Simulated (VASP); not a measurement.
A run of VASP 6.6.1 is set up as follows.

INCAR

```
PREC = Accurate ; ENCUT = 520
EDIFF = 1E-6 ; ISMEAR = -1
SIGMA = 0.02 ; LREAL = F
LASPH = T ; NELM = 100
ALGO = Normal ; ISIF = 2
LWAVE = F ; LCHARG = F
GGA = PE ; NBANDS = 41
```

File KPOINTS:

```
regular mesh
0
Gamma
  12 12 4
```

File POSCAR:

```
Ga3BiAs2
1.0
    4.1727642628      0.0000000000      0.0000000000
   -2.0863821314      3.6137198556      0.0000000000
    0.0000000000      0.0000000000     10.2366546484
As Bi Ga
2 1 3
Direct
    0.0000000000      0.0000000000      0.0104119404
    0.3333333333      0.6666666667      0.3245873457
    0.6666666667      0.3333333333      0.6640402504
    0.3333333333      0.6666666667      0.0831291718
    0.6666666667      0.3333333333      0.3958342070
    0.0000000000      0.0000000000      0.7719970847
```

Potentials or basis: VASP PAW PBE potentials, release 64 (As, Bi_d, Ga_d).

Command:

```bash
$ cat potpaw_PBE.64/As/POTCAR potpaw_PBE.64/Bi_d/POTCAR potpaw_PBE.64/Ga_d/POTCAR > POTCAR
$ mpirun -np 1 vasp_std > vasp.out
```

Q: Predict the band gap on the k mesh.

A: Zero (band 32 reaches 4.74 eV, above the bottom of band 33 at 4.57 eV).

Q: Predict the largest force.

A: 0.115 eV/Å.

Q: Estimate the pressure.

A: 2.4 GPa.

Stress tensor (GPa, compression positive):
```
2.22 0.00 0.00
0.00 2.22 0.00
0.00 0.00 2.78
```

Caveat: spin-orbit coupling is left out, which moves the levels of the heavy elements.
